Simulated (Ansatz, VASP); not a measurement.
## One calculation of Sn, two programs

The input POSCAR:

```
Sn
1.0
   -1.9206091793      1.9206091793      1.8437848121
    1.9206091793     -1.9206091793      1.8437848121
    1.9206091793      1.9206091793     -1.8437848121
Sn
1
Direct
    0.0000000000      0.0000000000      0.0000000000
```

Contents of INCAR.step1:

```
ALGO = Normal
EDIFF = 1E-4
ENCUT = 520
GGA = PE
ISMEAR = 0
LASPH = True
LCHARG = False
LREAL = False
LWAVE = True
NBANDS = 13
NELM = 80
PREC = Accurate
SIGMA = 0.15
```

The input INCAR.step2:

```
ALGO = Normal
EDIFF = 1E-7
ENCUT = 520
ISIF = 2
ISMEAR = 0
ISTART = 1
LASPH = True
LCHARG = False
LMIXTAU = True
LREAL = False
LWAVE = False
METAGGA = R2SCAN
NBANDS = 13
NELM = 80
PREC = Accurate
SIGMA = 0.15
```

File KPOINTS:

```
k-points
0
Gamma
  20 20 20
```

Input for Ansatz:

```yaml
crystal:
  lattice:
    - [-1.9206091793, 1.9206091793, 1.8437848121]
    - [1.9206091793, -1.9206091793, 1.8437848121]
    - [1.9206091793, 1.9206091793, -1.8437848121]
  atoms:
    - { symbol: Sn, position: [0.0, 0.0, 0.0] }
basis:
  ecutwfc: 500
kpoints:
  mp_grid: { grid: [20, 20, 20] }
hamiltonian:
  xc: r2scan
scf:
  occupations: { method: gaussian, width: 0.15 }
output:
  forces: true
  stress: true
  eigenvalues: true
```

Alike in both runs: task single point; functional r2SCAN; k mesh 20 × 20 × 20; occupations gaussian, width 0.15 eV; no spin polarisation.

```csv
,VASP,Ansatz
version,VASP 6.6.1,Ansatz 0.2.0
potentials or method,"VASP PAW PBE potentials, release 64 (Sn_d), cutoff 520 eV","scalar-relativistic, plane waves, PAW"
valence electrons in the cell,14,14
```

```tsv
	VASP	Ansatz	Ansatz less VASP
gap on the k mesh at the Fermi level (eV)	none	none	-
pressure (GPa)	-0.6	-0.6	0.00
traceless stress, the component that is largest in VASP (GPa)	-0.73	-0.73	-0.004
```

VASP's potentials were made for PBE, not for r2SCAN. A gap of «none» marks a metal or a gap that the smearing closes. The functional is the same, so the differences come from potentials, cutoffs and numerics.
